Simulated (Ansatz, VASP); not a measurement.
**One calculation of As, two programs**

The input INCAR:

```
SYSTEM = As
PREC = Accurate
ENCUT = 520
EDIFF = 1E-6
ISMEAR = 0
SIGMA = 0.15
LREAL = .False.
LASPH = .True.
NELM = 80
ALGO = Normal
ISIF = 2
LWAVE = .False.
LCHARG = .False.
GGA = PS
NBANDS = 12
```

The input KPOINTS:

```
Automatic mesh
0
Gamma
  18 18 18
  0 0 0
```

Contents of POSCAR:

```
As
1.0
    1.8209683877      1.0513365888      3.7144443089
   -1.8209683877      1.0513365888      3.7144443089
    0.0000000000     -2.1026731777      3.7144443089
As
2
Direct
    0.2275400000      0.2275400000      0.2275400000
    0.7724600000      0.7724600000      0.7724600000
```

Input for Ansatz:

```yaml
crystal:
  lattice:
    - [1.8209683877, 1.0513365888, 3.7144443089]
    - [-1.8209683877, 1.0513365888, 3.7144443089]
    - [0.0, -2.1026731777, 3.7144443089]
  atoms:
    - { symbol: As, position: [0.22754, 0.22754, 0.22754] }
    - { symbol: As, position: [0.77246, 0.77246, 0.77246] }
basis:
  ecutwfc: 420
kpoints:
  mp_grid: { grid: [18, 18, 18] }
hamiltonian:
  xc: pbesol
scf:
  occupations: { method: gaussian, width: 0.15 }
output:
  forces: true
  stress: true
  eigenvalues: true
```

Alike in both runs: task single point; functional PBEsol; k mesh 18 × 18 × 18; occupations gaussian, width 0.15 eV; no spin polarisation.

|  | VASP | Ansatz |
| --- | --- | --- |
| version | VASP 6.6.1 | Ansatz 0.2.0 |
| potentials or method | VASP PAW PBE potentials, release 64 (As), cutoff 520 eV | scalar-relativistic, plane waves, PAW |
| valence electrons in the cell | 10 | 30 |

Ansatz gave:

* gap on the k mesh at the Fermi level (eV): none
* pressure (GPa): 1.1
* traceless stress, the component that is largest in VASP (GPa): -2.40
* rms of the force components (eV/Å): 0.025

Q: Which values does VASP return?

A: gap on the k mesh at the Fermi level (eV): none; pressure (GPa): 1.6; traceless stress, the component that is largest in VASP (GPa): -2.43; rms of the force components (eV/Å): 0.022.

VASP's potentials were made for PBE, not for PBEsol. Atom by atom the forces differ by 0.048 eV/Å (rms over components). A gap of «none» marks a metal or a gap that the smearing closes. VASP's potentials hold 10 valence electrons a cell and Ansatz's 30, so a difference there can come from the potentials and not from the codes.
